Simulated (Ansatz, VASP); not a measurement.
## K: VASP beside Ansatz

Contents of INCAR:

```
SYSTEM = K
PREC     = Accurate       ! precision mode
ENCUT    = 520            ! plane-wave cutoff, eV
EDIFF    = 1E-6           ! SCF threshold, eV
ISMEAR   = 0              ! smearing method
SIGMA    = 0.15           ! smearing width, eV
LREAL    = .FALSE.        ! projectors in reciprocal space
LASPH    = .TRUE.         ! aspherical terms in the spheres
NELM     = 60             ! most SCF steps
ALGO     = Fast           ! electronic algorithm
ISIF     = 2              ! what is computed and relaxed
LWAVE    = .FALSE.        ! write WAVECAR
LCHARG   = .FALSE.        ! write CHGCAR
GGA      = PS             ! functional
NBANDS   = 10             ! bands
```

Contents of KPOINTS:

```
Automatic mesh
0
G
  14 14 14
  0 0 0
```

Contents of POSCAR:

```
K
1.0
   -2.6834500000      2.6834500000      2.7489000000
    2.6834500000     -2.6834500000      2.7489000000
    2.6834500000      2.6834500000     -2.7489000000
K
1
Direct
    0.0000000000      0.0000000000      0.0000000000
```

Input for Ansatz:

```yaml
crystal:
  lattice:
    - [-2.68345, 2.68345, 2.7489]
    - [2.68345, -2.68345, 2.7489]
    - [2.68345, 2.68345, -2.7489]
  atoms:
    - { symbol: K, position: [0.0, 0.0, 0.0] }
basis:
  ecutwfc: 420
kpoints:
  mp_grid: { grid: [14, 14, 14] }
hamiltonian:
  xc: pbesol
scf:
  occupations: { method: gaussian, width: 0.15 }
output:
  forces: true
  stress: true
  eigenvalues: true
```

Change from the starting cell: strain +0.025 along x and y, +0.050 along z, atoms carried along.

Alike in both runs: task single point; functional PBEsol; k mesh 14 × 14 × 14; occupations gaussian, width 0.15 eV; no spin polarisation.

|  | VASP | Ansatz |
| --- | --- | --- |
| version | VASP 6.6.1 | Ansatz 0.2.0 |
| potentials or method | VASP PAW PBE potentials, release 64 (K_sv), cutoff 520 eV | scalar-relativistic, plane waves, PAW |
| valence electrons in the cell | 9 | 9 |

```tsv
	VASP	Ansatz	Ansatz less VASP
gap on the k mesh at the Fermi level (eV)	none	none	-
pressure (GPa)	-0.3	-0.3	+0.01
```

VASP's potentials were made for PBE, not for PBEsol. A gap of «none» marks a metal or a gap that the smearing closes.
